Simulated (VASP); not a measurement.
Zn6S7 (a cell with a defect), 13 atoms in the cell. The cell holds a defect, 13 atoms: a = 6.305 Å, b = 6.658 Å, c = 6.658 Å, α = 120.00°, β = 90.00°, γ = 90.00°. 

* Program: VASP 6.6.1
* Task: single point
* Functional: PBE
* Potentials or basis: VASP PAW PBE potentials, release 64 (Zn, S)
* Cutoff: 400 eV
* k mesh: 2 × 2 × 2
* Occupations: gaussian, width 0.02 eV
* Spin: no spin polarisation
* Dipole correction: no
* Further INCAR settings: ALGO = Normal; EDIFF = 1e-06; NBANDS = 69

Potentials or basis: VASP PAW PBE potentials, release 64 (Zn, S).

Launch:

```console
$ cat potpaw_PBE.64/Zn/POTCAR potpaw_PBE.64/S/POTCAR > POTCAR
$ mpirun -np 1 vasp_std > vasp.out
```

Hardware: 1 thread of Intel(R) Xeon(R) 6975P-C (Granite Rapids), with other jobs on the host.

How long does it take, and how much memory?

Wall time 67 s on 1 thread of Intel(R) Xeon(R) 6975P-C (Granite Rapids) (shared host), peak memory 0.31 GiB. Counts: scf iterations 16, k points 8.
